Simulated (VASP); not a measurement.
CuO, 2 atoms in the cell. It takes space group F-43m (No. 216, cubic). Conventional cell: a = 4.655 Å, b = 4.655 Å, c = 4.655 Å, α = 90.00°, β = 90.00°, γ = 90.00°. Cu (site symmetry -43m) has 4 O at 2.02 Å within 2.7 Å. Within 2.7 Å of O (site symmetry -43m) lie 4 Cu at 2.02 Å. 

| Property | Result |
| --- | --- |
| Program | VASP 6.6.1 |
| Task | elastic constants |
| Functional | PBE |
| Potentials or basis | VASP PAW PBE potentials, release 64 (Cu, O) |
| Cutoff | 600 eV |
| k mesh | 8 × 8 × 8 |
| Occupations | fermi-dirac, width 0.05 eV |
| Spin | no spin polarisation |
| Dipole correction | no |
| Ions in elastic constants | relaxed |
| Further INCAR settings | ALGO = Normal; EDIFF = 1e-08; IBRION = 6; POTIM = 0.015; NSW = 1; ISIF = 3 |

Potentials or basis: VASP PAW PBE potentials, release 64 (Cu, O).

Launch:

```bash
$ cat potpaw_PBE.64/Cu/POTCAR potpaw_PBE.64/O/POTCAR > POTCAR
$ mpirun -np 1 vasp_std > vasp.out
```

Hardware: 1 thread of Intel(R) Xeon(R) Platinum 8488C (Sapphire Rapids), on a shared host.

Estimate the wall time of this run.

Run time: 5.6 min on 1 thread of Intel(R) Xeon(R) Platinum 8488C (Sapphire Rapids) (shared host), peak memory 0.25 GiB. Counts: scf iterations 186, k points 29.
